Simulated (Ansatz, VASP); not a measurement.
**VRu in VASP and in Ansatz**

```xyz
2
Lattice="2.9900 0.0000 0.0000 0.0000 2.9900 0.0000 0.0000 0.0000 2.9900" Properties=species:S:1:pos:R:3 pbc="T T T"
V     1.4950    1.4950    1.4950
Ru    0.0000    0.0000    0.0000
```

Alike in both runs: task single point; functional LDA; k mesh 6 × 6 × 6; collinear spin.

```csv
,VASP,Ansatz
version,VASP 6.6.1,Ansatz 0.2.0
potentials or method,"VASP PAW LDA potentials, release 64 (V_sv, Ru_pv), cutoff 500 eV","plane waves, PAW"
occupations,"methfessel-paxton of order 1, width 0.1 eV","cold, width 0.1 eV"
valence electrons in the cell,27,29
```

```tsv
	VASP	Ansatz	Ansatz less VASP
gap on the k mesh at the Fermi level (eV)	none	none	-
pressure (GPa)	-10.8	-11.5	-0.71
net moment per atom (μB)	0.00	0.00	-0.003
```

LDA's correlation is that of Perdew and Zunger in VASP and of Perdew and Wang (1992) in Ansatz. A gap of «none» marks a metal or a gap that the smearing closes. VASP's potentials hold 27 valence electrons a cell and Ansatz's 29, so a difference there can come from the potentials and not from the codes. Ansatz's warnings: seeded moment not kept, stability check not made.
